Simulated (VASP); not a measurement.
Write the native input for VASP 6.6.1 that does the following.

```
Task                   : single point
Functional             : PBEsol
Potentials or basis    : VASP PAW PBE potentials, release 64 (Nb_sv)
Cutoff                 : 500 eV
k mesh                 : 8 × 8 × 7
Occupations            : fermi-dirac, width 0.1 eV
Spin                   : no spin polarisation
Dipole correction      : no
Further INCAR settings : ALGO = Normal; EDIFF = 1e-06; NBANDS = 12
```

The structure of Nb lies in POSCAR:

```
Nb
1.0
    3.0000000000      0.0000000000      0.0000000000
    0.0000000000      3.0000000000      0.0000000000
    0.0000000000      0.0000000000      3.3800000000
Nb
1
Direct
    0.0000000000      0.0000000000      0.0000000000
```

One way to write it, as run:

INCAR

```
SYSTEM = Nb
  PREC = Accurate
  ENCUT = 500
  EDIFF = 1E-6
  ISMEAR = -1
  SIGMA = 0.1
  LREAL = .False.
  LASPH = .True.
  NELM = 120
  ALGO = Normal
  ISIF = 2
  LWAVE = .False.
  LCHARG = .False.
  GGA = PS
  NBANDS = 12
  GGA_COMPAT = .False.
```

KPOINTS

```
Automatic mesh
0
Gamma
  8 8 7
  0 0 0
```

Potentials or basis: VASP PAW PBE potentials, release 64 (Nb_sv).

The run is started by

```console
$ cat potpaw_PBE.64/Nb_sv/POTCAR > POTCAR
$ mpirun -np 1 vasp_std > vasp.out
```

Results of the run:

```yaml
Pressure: -25.0 GPa
Band_gap_on_the_k_mesh: zero (an odd number of electrons rules out a gap without spin polarisation)
```

Caveat: the cell stands under tension; the PAW data sets were made with another functional, which shifts forces and pressure a little.

Run time: 7.3 s on 1 thread of Intel(R) Xeon(R) 6975P-C (Granite Rapids), with other jobs on the host, peak memory 0.15 GiB.
